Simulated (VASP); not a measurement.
# NaH (Fm-3m) in VASP: notebook

Aim: see how the results for NaH move with the level of theory and the settings. Levels: PBEsol, r2SCAN. Tasks: single point.

Program: VASP 6.6.1. These are calculated values, not measurements. Logs are shortened: lines on timing, memory, paths and dates and some standing lists are left out, and cuts for length are marked.

### 1 The cell of the first run

It takes space group Fm-3m (No. 225, cubic). Conventional cell: a = 4.791 Å, b = 4.791 Å, c = 4.791 Å, α = 90.00°, β = 90.00°, γ = 90.00°. Within 3.2 Å of Na (site symmetry m-3m) lie 6 H at 2.40 Å. Within 3.2 Å of H (site symmetry m-3m) lie 6 Na at 2.40 Å.

### 2 Single point, PBEsol

INCAR reads:

```
PREC = Accurate ; ENCUT = 520
EDIFF = 1E-6 ; ISMEAR = -1
SIGMA = 0.02 ; LREAL = False
LASPH = True ; NELM = 100
ALGO = Normal ; ISIF = 2
LWAVE = False ; LCHARG = True
GGA = PS ; LELF = True
LVHAR = True ; NBANDS = 11
```

KPOINTS reads:

```
Automatic mesh
0
Gamma
  10 10 10
```

POSCAR reads:

```
NaH
1.0
    0.0000000000      2.3956692164      2.3956692164
    2.3956692164      0.0000000000      2.3956692164
    2.3956692164      2.3956692164      0.0000000000
Na H
1 1
Direct
    0.0000000000      0.0000000000      0.0000000000
    0.5000000000      0.5000000000      0.5000000000
```

Potentials or basis: VASP PAW PBE potentials, release 64 (Na_pv, H).

Launch:

```sh
> cat potpaw_PBE.64/Na_pv/POTCAR potpaw_PBE.64/H/POTCAR > POTCAR
> mpirun -np 1 vasp_std > vasp.out
```

OUTCAR:

```text
PREC = Accurate
   ENCUT = 520
   EDIFF = 1E-6
   ISMEAR = -1
   LREAL = False
   LASPH = True
   NELM = 100
   ISIF = 2
   GGA = PS

 ion  position               nearest neighbor table
   1  0.000  0.000  0.000-
   2  0.500  0.500  0.500-

  LATTYP: Found a face centered cubic cell.
 ALAT       =     4.7913384328

  Lattice vectors:

 A1 = (   0.0000000000,   2.3956692164,   2.3956692164)
 A2 = (   2.3956692164,   0.0000000000,   2.3956692164)
 A3 = (   2.3956692164,   2.3956692164,   0.0000000000)

Analysis of symmetry for initial positions (statically):
=====================================================================
 Subroutine PRICEL returns:
 Original cell was already a primitive cell.

 Routine SETGRP: Setting up the symmetry group for a
 face centered cubic supercell.

 Subroutine GETGRP returns: Found 48 space group operations
 (whereof 48 operations were pure point group operations)
 out of a pool of 48 trial point group operations.

The static configuration has the point symmetry O_h .

Analysis of symmetry for dynamics (positions and initial velocities):
=====================================================================
 Subroutine PRICEL returns:
 Original cell was already a primitive cell.

 Routine SETGRP: Setting up the symmetry group for a
 face centered cubic supercell.

 Subroutine GETGRP returns: Found 48 space group operations
 (whereof 48 operations were pure point group operations)
 out of a pool of 48 trial point group operations.

The dynamic configuration has the point symmetry O_h .

 Subroutine INISYM returns: Found 48 space group operations
 (whereof 48 operations are pure point group operations),
 and found     1 'primitive' translations

----------------------------------------------------------------------------------------

                                     Primitive cell

  volume of cell :      27.4986

  direct lattice vectors                    reciprocal lattice vectors
     0.000000000  2.395669216  2.395669216    -0.208709949  0.208709949  0.208709949
     2.395669216  0.000000000  2.395669216     0.208709949 -0.208709949  0.208709949
     2.395669216  2.395669216  0.000000000     0.208709949  0.208709949 -0.208709949

  length of vectors
     3.387987897  3.387987897  3.387987897     0.361496236  0.361496236  0.361496236

  position of ions in fractional coordinates (direct lattice)
     0.000000000  0.000000000  0.000000000
[... 79 lines left out ...]
   LREAL  =      F    real-space projection
   EDIFFG = 0.1E-04   stopping-criterion for IOM
   NSW    =      0    number of steps for IOM
   IBRION =     -1    ionic relax: 0-MD 1-quasi-New 2-CG
   NFREE  =      0    steps in history (QN), initial steepest desc. (CG)
   ISIF   =      2    stress and relaxation
   ISYM   =      2    0-nonsym 1-usesym 2-fastsym
   POTIM  = 0.5000    time-step for ionic-motion
   TEBEG  =    0.0;   TEEND  =   0.0 temperature during run
   PSTRESS=    0.0 pullay stress
   NELECT =       8.0000    total number of electrons
   NUPDOWN=      -1.0000    fix difference up-down
   EMIN   =  10.00;   EMAX   =-10.00  energy-range for DOS
   EFERMI =   0.00;   METHOD = LEGACY
   ISMEAR =    -1;   SIGMA  =   0.02  broadening in eV -4-tet -1-fermi 0-gaus
   EFERMI_NEDOS =   21; number of points for ismear=-14 and -15
   IALGO  =     38    algorithm
   IMIX   =      4    mixing-type and parameters
     AMIX     =   0.40;   BMIX     =  1.00
     AMIX_MAG =   1.60;   BMIX_MAG =  1.00
  volume/ion in A,a.u.               =      13.75        92.78
  Fermi-wavevector in a.u.,A,eV,Ry     =   1.084762  2.049904 16.010106  1.176710
  Thomas-Fermi vector in A             =   2.220860
   LORBIT       =      0    0 simple, 1 ext, 2 COOP (PROOUT), +10 PAW based schemes
   GGA     = PS    functional components
   LHFCALC =     F    Hartree Fock is set to
   AEXX    =    0.0000 exact exchange contribution
   IVDW    =     0    specifies the selected vdW correction
   LEPSILON=     F    determine dielectric tensor
   LRPA    =     F    only Hartree local field effects (RPA)
 non-spin polarized calculation
  energy-cutoff  :      520.00
  volume of cell :       27.50
 maximum number of plane-waves:       754
 NGX is ok and might be reduce to    28
   NGX = 13   NGY = 13   NGZ = 13

 number of electron       7.9999992 magnetization

 Free energy of the ion-electron system (eV)
  ---------------------------------------------------
  ext. energy  EPLUGINS =         0.00000000
  ---------------------------------------------------
  free energy    TOTEN  =        -5.08589964 eV

  energy without entropy =       -5.08589964  energy(sigma->0) =       -5.08589964

 E-fermi :  -0.5111     XC(G=0):  -7.9781

 val. band max:       -1.0299914707   @ k =  -0.3000   0.5000   0.2000
 cond. band min:       2.5931618352   @ k =   0.5000   0.0000   0.0000
 fundamental gap:      3.6231533059
 Fermi energy:        -0.5111210052

 k-point     1 :       0.0000    0.0000    0.0000
  band No.  band energies     occupation
      1     -22.9668      2.00000
      2     -22.9668      2.00000
      3     -22.9668      2.00000
      4      -4.8092      2.00000
      5       9.6301      0.00000
      6      14.5763      0.00000
      7      14.5763      0.00000
      8      14.5763      0.00000
      9      15.5880      0.00000
     10      15.5880      0.00000
     11      15.5880      0.00000
[... 309 lines left out ...]
 k-point    24 :       0.4000    0.3000    0.0000
  band No.  band energies     occupation
      1     -23.0441      2.00000
      2     -22.9971      2.00000
      3     -22.9940      2.00000
      4      -2.2334      2.00000
      5       4.7784      0.00000
      6       8.1339      0.00000
      7      10.2015      0.00000
      8      11.0020      0.00000
      9      13.0026      0.00000
     10      20.2254      0.00000
     11      21.6453      0.00000

 [... further k-points ...]
[... 5 lines left out ...]
  --------------------------------------------------------------------------------------
  -------------------------------------------------------------------------------------
  Total       -0.0028504     -0.0028504     -0.0028504     -0.0000000      0.0000000     -0.0000000
  in kB       -0.1660774     -0.1660774     -0.1660774     -0.0000000      0.0000000     -0.0000000
  external PRESSURE =      -0.1660774 kB  Pullay stress =       0.0000000 kB

 VOLUME and BASIS-vectors are now :
 -----------------------------------------------------------------------------
  energy-cutoff  :      520.00
  volume of cell :       27.50
      direct lattice vectors                 reciprocal lattice vectors
     0.000000000  2.395669216  2.395669216    -0.208709949  0.208709949  0.208709949
     2.395669216  0.000000000  2.395669216     0.208709949 -0.208709949  0.208709949
     2.395669216  2.395669216  0.000000000     0.208709949  0.208709949 -0.208709949

 POSITION                                       TOTAL-FORCE (eV/Angst)
 -----------------------------------------------------------------------------------
      0.00000      0.00000      0.00000         0.000000      0.000000     -0.000000
      2.39567      2.39567      2.39567        -0.000000     -0.000000      0.000000
 -----------------------------------------------------------------------------------
    total drift:                               -0.000000     -0.000000     -0.000000

  FREE ENERGIE OF THE ION-ELECTRON SYSTEM (eV)
  ---------------------------------------------------
  free  energy   TOTEN  =        -5.0858996355 eV

  energy  without entropy=       -5.0858996355  energy(sigma->0) =       -5.08589964
```

Wall time 24 s (1 thread of Intel Xeon 8259CL, shared host); peak memory 0.15 GiB.

What came out:

| Quantity | Value |
| --- | --- |
| Free energy | -5.0859 eV |
| Pressure | 0.0 GPa |
| Band gap on the k mesh | 3.62 eV, indirect (least direct gap 4.51 eV) |

Caveat: the PAW data sets were made with another functional, which shifts forces and pressure a little. A hybrid or GW would open this gap; PBEsol tends to underestimate it.

### 3 Single point, r2SCAN

This run uses another cell than the first one, of 12.95 Å³/atom, 0.942 times its volume.

POSCAR reads:

```
NaH
1.0
    0.0000000000      2.3484327900      2.3484327900
    2.3484327900      0.0000000000      2.3484327900
    2.3484327900      2.3484327900      0.0000000000
Na H
1 1
Direct
    0.0000000000      0.0000000000      0.0000000000
    0.5000000000      0.5000000000      0.5000000000
```

INCAR.step1 reads:

```
  PREC = Accurate
  ENCUT = 520
  ISMEAR = -1
  SIGMA = 0.02
  LREAL = False
  LASPH = True
  NELM = 100
  NBANDS = 11
  GGA = PE
  ALGO = Normal
  EDIFF = 1E-4
  LWAVE = True
  LCHARG = False
```

INCAR.step2 reads:

```
  PREC = Accurate
  ENCUT = 520
  EDIFF = 1E-6
  ISMEAR = -1
  SIGMA = 0.02
  LREAL = False
  LASPH = True
  NELM = 100
  ALGO = Normal
  ISIF = 2
  LWAVE = False
  LCHARG = False
  METAGGA = R2SCAN
  LMIXTAU = True
  NBANDS = 11
  ISTART = 1
```

KPOINTS is that of step 2.

Potentials or basis: VASP PAW PBE potentials, release 64 (Na_pv, H).

Launch:

```sh
> cat potpaw_PBE.64/Na_pv/POTCAR potpaw_PBE.64/H/POTCAR > POTCAR
> cp INCAR.step1 INCAR
> mpirun -np 1 vasp_std > vasp.out
> cp INCAR.step2 INCAR
> mpirun -np 1 vasp_std > vasp.out
```

It took 1.7 min on 1 thread of Intel Xeon 8259CL, shared host; peak memory 0.16 GiB.

The run converged. Its results:

```yaml
Free_energy: -7.5963 eV
Pressure: 1.5 GPa
Band_gap_on_the_k_mesh: 4.54 eV, indirect (least direct gap 5.39 eV)
```

Levels at points of the mesh, in eV from the valence-band top:
```
           k point  band 1  band 2  band 3  band 4  band 5  band 6  band 7  band 8
(0.00, 0.00, 0.00)  -22.72  -22.72  -22.72   -3.77   12.27   17.03   17.03   17.03
(0.50, 0.00, 0.00)  -22.84  -22.74  -22.74   -0.85    4.54   12.34   14.48   14.48
(0.50, 0.50, 0.00)  -22.83  -22.76  -22.76   -0.17    5.40   11.06   11.97   11.97
```

Caveat: the PAW data sets were made with another functional, which shifts forces and pressure a little. A k mesh can miss the band edges.

### 4 Single point, r2SCAN

This run uses another cell than the first one, of 13.23 Å³/atom, 0.962 times its volume.

POSCAR reads:

```
NaH
1.0
    0.0000000000      2.3649715900      2.3649715900
    2.3649715900      0.0000000000      2.3649715900
    2.3649715900      2.3649715900      0.0000000000
Na H
1 1
Direct
    0.0000000000      0.0000000000      0.0000000000
    0.5000000000      0.5000000000      0.5000000000
```

INCAR.step1 reads:

```
SYSTEM = NaH
ALGO = Normal
EDIFF = 1E-4
ENCUT = 520
GGA = PE
ISMEAR = -1
LASPH = .True.
LCHARG = .False.
LREAL = .False.
LWAVE = .True.
NBANDS = 11
NELM = 60
PREC = Accurate
SIGMA = 0.02
```

INCAR.step2 reads:

```
SYSTEM = NaH
ALGO = Normal
EDIFF = 1E-6
ENCUT = 520
ISIF = 2
ISMEAR = -1
ISTART = 1
LASPH = .True.
LCHARG = .False.
LMIXTAU = .True.
LREAL = .False.
LWAVE = .False.
METAGGA = R2SCAN
NBANDS = 11
NELM = 60
PREC = Accurate
SIGMA = 0.02
```

KPOINTS reads:

```
k-points
0
Gamma
  10 10 10
  0 0 0
```

Launch:

```sh
> cat potpaw_PBE.64/Na_pv/POTCAR potpaw_PBE.64/H/POTCAR > POTCAR
> cp INCAR.step1 INCAR
> mpirun -np 1 vasp_std > vasp.out
> cp INCAR.step2 INCAR
> mpirun -np 1 vasp_std > vasp.out
```

Wall time 1.7 min (1 thread of Intel Xeon 8259CL, shared host); peak memory 0.16 GiB.

The run converged. Its results:

| Quantity | Value |
| --- | --- |
| Free energy | -7.6005 eV |
| Pressure | 0.9 GPa |
| Band gap on the k mesh | 4.50 eV, indirect (least direct gap 5.35 eV) |

Levels at points of the mesh, in eV from the valence-band top:
| k point | band 2 | band 3 | band 4 | band 5 | band 6 | band 7 |
| --- | --- | --- | --- | --- | --- | --- |
| (0.00, 0.00, 0.00) | -22.76 | -22.76 | -3.71 | 12.06 | 16.86 | 16.86 |
| (0.50, 0.00, 0.00) | -22.77 | -22.77 | -0.84 | 4.50 | 12.18 | 14.34 |
| (0.50, 0.50, 0.00) | -22.80 | -22.80 | -0.17 | 5.35 | 10.97 | 11.83 |

Caveat: the PAW data sets were made with another functional, which shifts forces and pressure a little.

### 5 Single point, r2SCAN

This run uses another cell than the first one, of 13.50 Å³/atom, 0.982 times its volume.

POSCAR reads:

```
NaH
1.0
    0.0000000000      2.3812822600      2.3812822600
    2.3812822600      0.0000000000      2.3812822600
    2.3812822600      2.3812822600      0.0000000000
Na H
1 1
Direct
    0.0000000000      0.0000000000      0.0000000000
    0.5000000000      0.5000000000      0.5000000000
```

INCAR.step1 reads:

```
SYSTEM = NaH
PREC = Accurate
ENCUT = 520
ISMEAR = -1
SIGMA = 0.02
LREAL = .False.
LASPH = .True.
NELM = 100
NBANDS = 11
GGA = PE
ALGO = Normal
EDIFF = 1E-4
LWAVE = .True.
LCHARG = .False.
```

INCAR.step2 reads:

```
SYSTEM = NaH
PREC = Accurate
ENCUT = 520
EDIFF = 1E-6
ISMEAR = -1
SIGMA = 0.02
LREAL = .False.
LASPH = .True.
NELM = 100
ALGO = Normal
ISIF = 2
LWAVE = .False.
LCHARG = .True.
METAGGA = R2SCAN
LMIXTAU = .True.
LELF = .True.
LVHAR = .True.
NBANDS = 11
ISTART = 1
```

KPOINTS reads:

```
regular mesh
0
Gamma
  10 10 10
  0 0 0
```

Launch:

```sh
> cat potpaw_PBE.64/Na_pv/POTCAR potpaw_PBE.64/H/POTCAR > POTCAR
> cp INCAR.step1 INCAR
> mpirun -np 1 vasp_std > vasp.out
> cp INCAR.step2 INCAR
> mpirun -np 1 vasp_std > vasp.out
```

Wall time 100 s (1 thread of Intel Xeon 8259CL, shared host); peak memory 0.16 GiB.

It converged, with:

- Free energy: -7.6026 eV
- Pressure: 0.3 GPa
- Band gap on the k mesh: 4.47 eV, indirect (least direct gap 5.30 eV)

Levels at points of the mesh, in eV from the valence-band top:
| k point | band 1 | band 2 | band 3 | band 4 | band 5 | band 6 | band 7 | band 8 | band 9 |
| --- | --- | --- | --- | --- | --- | --- | --- | --- | --- |
| (0.00, 0.00, 0.00) | -22.80 | -22.80 | -22.80 | -3.65 | 11.87 | 16.70 | 16.70 | 16.70 | 17.74 |
| (0.50, 0.00, 0.00) | -22.90 | -22.81 | -22.81 | -0.83 | 4.47 | 12.02 | 14.21 | 14.21 | 18.10 |
| (0.50, 0.50, 0.00) | -22.89 | -22.83 | -22.83 | -0.16 | 5.30 | 10.89 | 11.69 | 11.69 | 13.54 |

Caveat: the PAW data sets were made with another functional, which shifts forces and pressure a little. r2SCAN opens gaps a little over a GGA but as a rule still falls short of measured ones.

### 6 Summary

| level | cell | gap on the mesh (eV) | pressure (GPa) |
| --- | --- | --- | --- |
| PBEsol | a = 3.388 Å, angles 60.0°, 2 atoms | 3.62 | 0.0 |
| r2SCAN | a = 3.321 Å, angles 60.0°, 2 atoms | 4.54 | 1.5 |
| r2SCAN | a = 3.345 Å, angles 60.0°, 2 atoms | 4.50 | 0.9 |
| r2SCAN | a = 3.368 Å, angles 60.0°, 2 atoms | 4.47 | 0.3 |

Alike in all rows: task single point; potentials or basis VASP PAW PBE potentials, release 64 (Na_pv, H); no spin polarisation; k mesh 10 × 10 × 10; cutoff (eV) 520; smearing fermi-dirac 0.02 eV.

Caveats: the PAW data sets were made with another functional, which shifts forces and pressure a little.

Total energies depend on the potentials used, so only differences within one code and one set of settings carry meaning.
